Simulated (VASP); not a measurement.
# NiO (Fm-3m) in VASP: further runs, part 2 of 2

VASP 6.6.1. The steps go on from the part before.

**4. Relaxation of cell and atoms, PBE, collinear spin, ferromagnetic start**

This run uses another cell than the first one, of 9.08 Å³/atom, 0.979 times its volume.

Contents of INCAR:

```
SYSTEM = NiO
PREC = Accurate
ENCUT = 600
EDIFF = 1E-6
ISMEAR = -1
SIGMA = 0.05
LREAL = .False.
LASPH = .True.
NELM = 150
ALGO = Normal
ISIF = 3
LWAVE = .False.
LCHARG = .False.
ISPIN = 2
MAGMOM = 1 0
LORBIT = 11
LMAXMIX = 4
GGA = PE
IBRION = 2
NSW = 60
EDIFFG = -0.01
```

Contents of KPOINTS:

```
Automatic mesh
0
Gamma
  11 11 11
  0 0 0
```

Contents of POSCAR:

```
NiO
1.0
    0.0000000000      2.0859016414      2.0859016414
    2.0859016414      0.0000000000      2.0859016414
    2.0859016414      2.0859016414      0.0000000000
Ni O
1 1
Direct
    0.0000000000      0.0000000000      0.0000000000
    0.5000000000      0.5000000000      0.5000000000
```

Command:

```
$ cat potpaw_PBE.64/Ni/POTCAR potpaw_PBE.64/O/POTCAR > POTCAR
$ mpirun -np 1 vasp_std > vasp.out
```

Wall time 46 s (1 thread of Intel Xeon Platinum 8259CL at 2.50GHz (Skylake/Cascade Lake), shared host); peak memory 0.17 GiB.

Results (log left out):

```
Free energy                                           : -11.4836 eV
Relaxed volume                                        : 9.34 Å³/atom
Relaxed cell                                          : a = 2.978 Å, b = 2.978 Å, c = 2.978 Å, α = 60.00°, β = 60.00°, γ = 60.00°
Space group after relaxing (to 0.05 Å)                : Fm-3m (No. 225)
Energy gained by relaxing                             : 4.0 meV/atom
Ionic steps                                           : 3
Pressure after relaxing                               : 0.1 GPa
Net moment                                            : 1.77 μB per cell
Site moments                                          : Ni +1.46; O +0.27 μB
Valence electrons inside the program's atomic spheres : Ni 8.94; O 4.97
```

The path:
```
step  energy change (eV)  largest force (eV/Å)  pressure (GPa)  volume (Å³)
   1              0.0000                0.0000            4.81        18.15
   2             -0.0070                0.0000           -1.77        18.88
   3             -0.0080                0.0000            0.07        18.68
```

Final structure:
```
Ni O
1.0
     0.00000    2.10610    2.10610
     2.10610    0.00000    2.10610
     2.10610    2.10610    0.00000
Ni O
1 1
Direct
  0.00000 0.00000 0.00000
  0.50000 0.50000 0.50000
```

Levels at points of the mesh, in eV from the Fermi level:
Spin up:
| k point | band 7 | band 8 | band 9 | band 10 | band 11 | band 12 |
| --- | --- | --- | --- | --- | --- | --- |
| (0.00, 0.00, 0.00) | -2.58 | -2.58 | -2.58 | 1.43 | 17.80 | 18.76 |
Spin down:
| k point | band 4 | band 5 | band 6 | band 7 | band 8 | band 9 | band 10 | band 11 |
| --- | --- | --- | --- | --- | --- | --- | --- | --- |
| (0.00, 0.00, 0.00) | -2.35 | -1.76 | -1.76 | -1.76 | -0.53 | -0.53 | 1.77 | 17.74 |

Caveat: a cell with one magnetic atom can't hold antiferromagnetic order, which such compounds often take; semilocal functionals often make such compounds metallic where correlation or magnetic order opens a gap, which also shifts bond lengths. With open d or f shells a metallic result of PBE can be an artefact of self-interaction; +U or a hybrid may open a gap.

**5. Relaxation of cell and atoms, PBE, collinear spin, ferromagnetic start, target pressure 2 GPa, at which the enthalpy is minimised**

This run uses another cell than the first one, of 9.08 Å³/atom, 0.979 times its volume.

Contents of INCAR:

```
SYSTEM = NiO
PREC     = Accurate       ! precision mode
ENCUT    = 600            ! plane-wave cutoff, eV
EDIFF    = 1E-6           ! SCF threshold, eV
ISMEAR   = -1             ! smearing method
SIGMA    = 0.05           ! smearing width, eV
LREAL    = .FALSE.        ! projectors in reciprocal space
LASPH    = .TRUE.         ! aspherical terms in the spheres
NELM     = 150            ! most SCF steps
ALGO     = Normal         ! electronic algorithm
ISIF     = 3              ! what is computed and relaxed
LWAVE    = .FALSE.        ! write WAVECAR
LCHARG   = .FALSE.        ! write CHGCAR
ISPIN    = 2              ! spin polarisation
MAGMOM   = 1 0            ! initial moments
LORBIT   = 11             ! projections on sites
LMAXMIX  = 4              ! l up to which the mixer works
GGA      = PE             ! functional
IBRION   = 2              ! ionic algorithm
NSW      = 60             ! ionic steps
EDIFFG   = -0.01          ! ionic threshold
PSTRESS  = 20.0
```

Contents of KPOINTS:

```
Automatic mesh
0
G
  11 11 11
  0 0 0
```

POSCAR is that of step 4.

Command:

```
$ cat potpaw_PBE.64/Ni/POTCAR potpaw_PBE.64/O/POTCAR > POTCAR
$ mpirun -np 1 vasp_std > vasp.out
```

Run time: 44 s. Hardware: 1 thread of Intel Xeon Platinum 8259CL at 2.50GHz (Skylake/Cascade Lake), shared host; peak memory 0.17 GiB.

The run converged. Its results:

- Free energy: -11.4822 eV
- Relaxed volume: 9.23 Å³/atom
- Relaxed cell: a = 2.967 Å, b = 2.967 Å, c = 2.967 Å, α = 60.00°, β = 60.00°, γ = 60.00°
- Space group after relaxing (to 0.05 Å): Fm-3m (No. 225)
- Energy change on relaxing (the enthalpy is what falls): -3.3 meV/atom
- Ionic steps: 3
- Pressure after relaxing: 2.0 GPa
- Net moment: 1.74 μB per cell
- Site moments: Ni +1.43; O +0.26 μB
- Valence electrons inside the program's atomic spheres: Ni 8.96; O 4.97

The path:
| step | energy change (eV) | largest force (eV/Å) | pressure (GPa) | volume (Å³) |
| --- | --- | --- | --- | --- |
| 1 | 0.0000 | 0.0000 | 4.81 | 18.15 |
| 2 | -0.0077 | 0.0000 | 0.97 | 18.57 |
| 3 | -0.0066 | 0.0000 | 1.96 | 18.46 |

Final structure:
```yaml
crystal:
  lattice:
    - [0.00000, 2.09776, 2.09776]
    - [2.09776, 0.00000, 2.09776]
    - [2.09776, 2.09776, 0.00000]
  atoms:
    - { symbol: Ni, position: [0.00000, 0.00000, 0.00000] }
    - { symbol: O, position: [0.50000, 0.50000, 0.50000] }
```

Levels at points of the mesh, in eV from the Fermi level:
Spin up:
```tsv
k point	band 7	band 8	band 9	band 10	band 11	band 12
(0.00, 0.00, 0.00)	-2.60	-2.60	-2.60	1.48	17.83	18.84
```
Spin down:
```csv
k point,band 3,band 4,band 5,band 6,band 7,band 8,band 9,band 10,band 11,band 12
"(0.00, 0.00, 0.00)",-2.42,-2.42,-1.80,-1.80,-1.80,-0.57,-0.57,1.82,17.77,19.05
```

Caveat: the cell is relaxed towards a set pressure, so the enthalpy falls and the energy may rise; a cell with one magnetic atom can't hold antiferromagnetic order, which such compounds often take; semilocal functionals often make such compounds metallic where correlation or magnetic order opens a gap, which also shifts bond lengths. PBE usually gives volumes a little too large and moduli too small.

**6. The runs side by side**

```csv
task,cell,cutoff (eV),gap on the mesh (eV),pressure (GPa),moment (μB)
single point,"a = 2.970 Å, angles 60.0°, 2 atoms",520,none,1.4,1.75
single point,"a = 2.982 Å, angles 60.0°, 2 atoms",520,none,-0.4,1.78
relaxation of cell and atoms,"relaxed from a = 2.950 Å, angles 60.0°, 2 atoms",600,none,0.1,1.77
relaxation of cell and atoms,"relaxed to 2 GPa from a = 2.950 Å, angles 60.0°, 2 atoms",600,none,2.0,1.74
```

Alike in all rows: level PBE; potentials or basis VASP PAW PBE potentials, release 64 (Ni, O); spin collinear, ferromagnetic start; k mesh 11 × 11 × 11; smearing fermi-dirac 0.05 eV.

Caveats: a cell with one magnetic atom can't hold antiferromagnetic order, which such compounds often take; semilocal functionals often make such compounds metallic where correlation or magnetic order opens a gap, which also shifts bond lengths; the cell is relaxed towards a set pressure, so the enthalpy falls and the energy may rise (some runs).

Absolute energies hang on the potentials; compare differences alone.

**7. Comparison with measurements**

Step 2. Measured gap of NiO: 4.3 eV (quoted in “Local correlations, non-local screening, multiplets, and band formation in NiO”, 2012, arxiv:1210.6675). This calculation gives 0.00 eV (-4.30 eV). So large a miss can be the level of theory's own, or it may mean another phase, state or a wrong row. The value is that of PBE on a finite k mesh, which can miss the band edges, without temperature or zero-point motion. Semilocal functionals fall short of measured gaps as a rule. The run's magnetic order (collinear spin, ferromagnetic start) needn't be the measured crystal's.

Step 3. A measured gap of NiO is 4.3 eV (quoted in “Local correlations, non-local screening, multiplets, and band formation in NiO”, 2012, arxiv:1210.6675); the calculated 0.00 eV misses it by -4.30 eV. So large a miss can be the level of theory's own, or it may mean another phase, state or a wrong row. The value is that of PBE on a finite k mesh, which can miss the band edges, without temperature or zero-point motion. Semilocal functionals fall short of measured gaps as a rule. The run's magnetic order (collinear spin, ferromagnetic start) needn't be the measured crystal's.
